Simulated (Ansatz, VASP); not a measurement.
## Two plane-wave programs on SnO

The input POSCAR:

```
SnO
1.0
    3.3031148596      0.0000000000      0.0000000000
    0.0000000000      5.7577051009      0.0000000000
    0.0000000000      0.0000000000      4.0008069970
Sn O
2 2
Direct
    0.0000000000      0.2294420234      0.5172649392
    0.5000000000      0.7705579766      0.0172649392
    0.0000000000      0.8935339390      0.7327360608
    0.5000000000      0.1064660610      0.2327360608
```

Contents of INCAR.step1:

```
ALGO     = Normal         # electronic algorithm
EDIFF    = 1E-5           # SCF threshold, eV
ENCUT    = 520            # plane-wave cutoff, eV
GGA      = PE             # functional
ISIF     = 2              # what is computed and relaxed
ISMEAR   = 0              # smearing method
LASPH    = T              # aspherical terms in the spheres
LCHARG   = F              # write CHGCAR
LREAL    = F              # projectors in reciprocal space
LWAVE    = T              # write WAVECAR
NBANDS   = 28             # bands
NELM     = 60             # most SCF steps
PREC     = Accurate       # precision mode
SIGMA    = 0.05           # smearing width, eV
```

File INCAR.step2:

```
ALGO     = Normal         # electronic algorithm
EDIFF    = 1E-6           # SCF threshold, eV
ENCUT    = 520            # plane-wave cutoff, eV
GGA      = PE             # functional
HFSCREEN = 0.2079         # screening, 1/A
ISIF     = 2              # what is computed and relaxed
ISMEAR   = 0              # smearing method
ISTART   = 1            
LASPH    = T              # aspherical terms in the spheres
LCHARG   = F              # write CHGCAR
LHFCALC  = T              # exact exchange
LREAL    = F              # projectors in reciprocal space
LWAVE    = F              # write WAVECAR
NBANDS   = 28             # bands
NELM     = 60             # most SCF steps
PREC     = Accurate       # precision mode
PRECFOCK = Normal       
SIGMA    = 0.05           # smearing width, eV
```

The input KPOINTS:

```
k-points
0
Gamma
  4 2 4
```

Input for Ansatz:

```yaml
crystal:
  lattice:
    - [3.3031148596, 0.0, 0.0]
    - [0.0, 5.7577051009, 0.0]
    - [0.0, 0.0, 4.000806997]
  atoms:
    - { symbol: Sn, position: [0.0, 0.2294420234, 0.5172649392] }
    - { symbol: Sn, position: [0.5, 0.7705579766, 0.0172649392] }
    - { symbol: O, position: [0.0, 0.893533939, 0.7327360608] }
    - { symbol: O, position: [0.5, 0.106466061, 0.2327360608] }
kpoints:
  mp_grid: { grid: [4, 2, 4] }
hamiltonian:
  xc: hse06
scf:
  occupations: { method: gaussian, width: 0.05 }
  n_extra_bands: 5
output:
  forces: true
  stress: true
  eigenvalues: true
```

Alike in both runs: task single point; functional HSE06; k mesh 4 × 2 × 4; occupations gaussian, width 0.05 eV; no spin polarisation.

|  | VASP | Ansatz |
| --- | --- | --- |
| version | VASP 6.6.1 | Ansatz 0.2.0 |
| potentials or method | VASP PAW PBE potentials, release 64 (Sn_d, O) | plane waves |
| plane-wave cutoff (eV) | 520 | 420 |
| valence electrons in the cell | 40 | 40 |

VASP gave:

- gap on the k mesh at the Fermi level (eV): 2.64
- pressure (GPa): 0.8
- traceless stress, the component that is largest in VASP (GPa): -0.47
- rms of the force components (eV/Å): 0.022

Q: What did Ansatz give for the same quantities?

A: gap on the k mesh at the Fermi level (eV): 2.66; pressure (GPa): 0.5; traceless stress, the component that is largest in VASP (GPa): -0.49; rms of the force components (eV/Å): 0.063.

Atom by atom the forces differ by 0.047 eV/Å (rms over components). Ansatz's warnings: stress exchange threshold loose, stress scf threshold loose.

The k mesh is coarse, so the values compare programs but aren't converged.
